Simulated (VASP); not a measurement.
Wanted: the native input for a VASP 6.6.1 run.

| Item | Value |
| --- | --- |
| Task | single point |
| Functional | PBE |
| Potentials or basis | VASP PAW PBE potentials, release 64 (Ho_3, O), 4f in core |
| Cutoff | 600 eV |
| k mesh | 4 × 4 × 2 |
| Occupations | gaussian, width 0.2 eV |
| Spin | no spin polarisation |
| Dipole correction | no |
| Further INCAR settings | ALGO = Normal; EDIFF = 1e-06; NBANDS = 33 |

The structure of Ho2O lies in POSCAR:

```
Ho2O
1.0
    6.2467118169      0.0000000000      0.0000000000
   -3.1233559084      5.4098111235      0.0000000000
    0.0000000000      0.0000000000      7.3398479093
Ho O
4 2
Direct
    0.3333333333      0.6666666667      0.7304633512
    0.3333333333      0.6666666667      0.2695366488
    0.6666666667      0.3333333333      0.2695366488
    0.6666666667      0.3333333333      0.7304633512
    0.3333333333      0.6666666667      0.0000000000
    0.6666666667      0.3333333333      0.0000000000
```

The cell was generated, and may not be a known phase.

One way to write it, as run:

INCAR

```
PREC = Accurate
ENCUT = 600
EDIFF = 1E-6
ISMEAR = 0
SIGMA = 0.2
LREAL = False
LASPH = True
NELM = 200
ALGO = Normal
ISIF = 2
LWAVE = False
LCHARG = False
GGA = PE
NBANDS = 33
GGA_COMPAT = False
LMAXMIX = 6
```

KPOINTS

```
Automatic mesh
0
Gamma
  4 4 2
```

Potentials or basis: VASP PAW PBE potentials, release 64 (Ho_3, O), 4f in core.

Run with:

```sh
$ cat potpaw_PBE.64/Ho_3/POTCAR potpaw_PBE.64/O/POTCAR > POTCAR
$ mpirun -np 1 vasp_std > vasp.out
```

It gave:

```yaml
Pressure: 0.7 GPa
Largest_force: 0.358 eV/Å
Band_gap_on_the_k_mesh: zero (bands 24 and 25 overlap by 0.21 eV)
```

Caveat: the k points lie up to 0.43 Å⁻¹ apart; spin-orbit coupling is left out, which moves the levels of the heavy elements; the 4f electrons are frozen in the core, so they carry no moment and show no levels; the run has no spin polarisation, though such a crystal can be magnetic.

Run time: 2.9 min on 1 thread of Intel(R) Xeon(R) 6975P-C (Granite Rapids), with other jobs on the host, peak memory 0.4 GiB.
